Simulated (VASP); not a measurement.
Wanted: the native input for a VASP 6.6.1 run.

| Item | Value |
| --- | --- |
| Task | single point |
| Functional | r2SCAN |
| Potentials or basis | VASP PAW PBE potentials, release 64 (Ti_sv) |
| Cutoff | 520 eV |
| k mesh | 6 × 6 × 6 |
| Occupations | gaussian, width 0.1 eV |
| Spin | no spin polarisation |
| Dipole correction | no |
| Further INCAR settings | ALGO = Normal; EDIFF = 1e-07; NBANDS = 32 |

Ti:

```xyz
4
Lattice="4.1118 0.0000 0.0000 0.0000 4.1118 0.0000 0.0000 0.0000 4.1118" Properties=species:S:1:pos:R:3 pbc="T T T"
Ti    0.0000    0.0000    0.0000
Ti    0.0000    2.0559    2.0559
Ti    2.0559    0.0000    2.0559
Ti    2.0559    2.0559    0.0000
```

One way to write it, as run:

POSCAR

```
Ti
1.0
    4.1117997243      0.0000000000      0.0000000000
    0.0000000000      4.1117997243      0.0000000000
    0.0000000000      0.0000000000      4.1117997243
Ti
4
Direct
    0.0000000000      0.0000000000      0.0000000000
    0.0000000000      0.5000000000      0.5000000000
    0.5000000000      0.0000000000      0.5000000000
    0.5000000000      0.5000000000      0.0000000000
```

INCAR.step1

```
  PREC = Accurate
  ENCUT = 520
  ISMEAR = 0
  SIGMA = 0.1
  LREAL = False
  LASPH = True
  NELM = 80
  NBANDS = 32
  GGA = PE
  ALGO = Normal
  EDIFF = 1E-4
  LWAVE = True
  LCHARG = False
```

INCAR.step2

```
  PREC = Accurate
  ENCUT = 520
  EDIFF = 1E-7
  ISMEAR = 0
  SIGMA = 0.1
  LREAL = False
  LASPH = True
  NELM = 80
  ALGO = Normal
  ISIF = 2
  LWAVE = False
  LCHARG = False
  METAGGA = R2SCAN
  LMIXTAU = True
  NBANDS = 32
  ISTART = 1
```

KPOINTS

```
regular mesh
0
Gamma
  6 6 6
```

Potentials or basis: VASP PAW PBE potentials, release 64 (Ti_sv).

Run with:

```sh
$ cat potpaw_PBE.64/Ti_sv/POTCAR > POTCAR
$ cp INCAR.step1 INCAR
$ mpirun -np 1 vasp_std > vasp.out
$ cp INCAR.step2 INCAR
$ mpirun -np 1 vasp_std > vasp.out
```

It gave:

```json
{"Pressure": "0.4 GPa", "Band gap on the k mesh": "zero (band 24 reaches 9.22 eV, above the bottom of band 25 at 7.80 eV)"}
```

Caveat: the PAW data sets were made with another functional, which shifts forces and pressure a little.

Run time: 110 s on 1 thread of Intel(R) Xeon(R) Platinum 8488C (Sapphire Rapids), on a shared host, peak memory 0.19 GiB.
